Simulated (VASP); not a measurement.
Write the native input for VASP 6.6.1 that does the following.

| Property | Result |
| --- | --- |
| Task | single point |
| Functional | PBEsol |
| Potentials or basis | VASP PAW PBE potentials, release 64 (Ti_sv, O) |
| Cutoff | 520 eV |
| k mesh | 18 × 18 × 16 |
| Occupations | gaussian, width 0.15 eV |
| Spin | no spin polarisation |
| Dipole correction | no |
| Further INCAR settings | ALGO = Normal; EDIFF = 1e-07; NBANDS = 16 |

The structure of TiO lies in POSCAR:

```
TiO
1.0
    3.0309987015      0.0000000000      0.0000000000
   -1.5154993507      2.6249218743      0.0000000000
    0.0000000000      0.0000000000      3.2377000000
Ti O
1 1
Direct
    0.6666666667      0.3333333333      0.0000000000
    0.0000000000      0.0000000000      0.5000000000
```

These files were run (other wordings do the same):

INCAR

```
SYSTEM = TiO
ALGO     = Normal         ! electronic algorithm
EDIFF    = 1E-7           ! SCF threshold, eV
ENCUT    = 520            ! plane-wave cutoff, eV
GGA      = PS             ! functional
ISIF     = 2              ! what is computed and relaxed
ISMEAR   = 0              ! smearing method
LASPH    = .True.         ! aspherical terms in the spheres
LCHARG   = .True.         ! write CHGCAR
LELF     = .True.         ! ELF
LREAL    = .False.        ! projectors in reciprocal space
LVHAR    = .True.       
LWAVE    = .False.        ! write WAVECAR
NBANDS   = 16             ! bands
NELM     = 60             ! most SCF steps
PREC     = Accurate       ! precision mode
SIGMA    = 0.15           ! smearing width, eV
```

KPOINTS

```
k-points
0
Gamma
  18 18 16
  0 0 0
```

Potentials or basis: VASP PAW PBE potentials, release 64 (Ti_sv, O).

Command:

```sh
$ cat potpaw_PBE.64/Ti_sv/POTCAR potpaw_PBE.64/O/POTCAR > POTCAR
$ mpirun -np 1 vasp_std > vasp.out
```

It gave:

| Quantity | Value |
| --- | --- |
| Pressure | -40.3 GPa |

Caveat: the PAW data sets were made with another functional, which shifts forces and pressure a little.

Run time: 70 s on 1 thread of Intel(R) Xeon(R) Platinum 8488C (Sapphire Rapids) (shared host), peak memory 0.24 GiB.
